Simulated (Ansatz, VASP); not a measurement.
## One calculation of NbC, two programs

```
CELL_PARAMETERS angstrom
0.00000 2.25405 2.25405
2.25405 0.00000 2.25405
2.25405 2.25405 0.00000
ATOMIC_POSITIONS crystal
Nb 0.00000 0.00000 0.00000
C 0.50000 0.50000 0.50000
```

Alike in both runs: task single point; functional PBE; k mesh 6 × 6 × 6; occupations gaussian, width 0.1 eV; no spin polarisation.

```csv
,VASP,Ansatz
version,VASP 6.6.1,Ansatz 0.2.0
potentials or method,"VASP PAW PBE potentials, release 64 (Nb_sv, C), cutoff 600 eV","scalar-relativistic, plane waves, PAW"
valence electrons in the cell,17,17
```

```csv
,VASP,Ansatz,Ansatz less VASP
gap on the k mesh at the Fermi level (eV),none,none,-
pressure (GPa),-5.3,-4.8,+0.56
```

A gap of «none» marks a metal or a gap that the smearing closes. The functional is the same, so the differences come from potentials, cutoffs and numerics.

The k mesh is coarse, so the values compare programs but aren't converged.
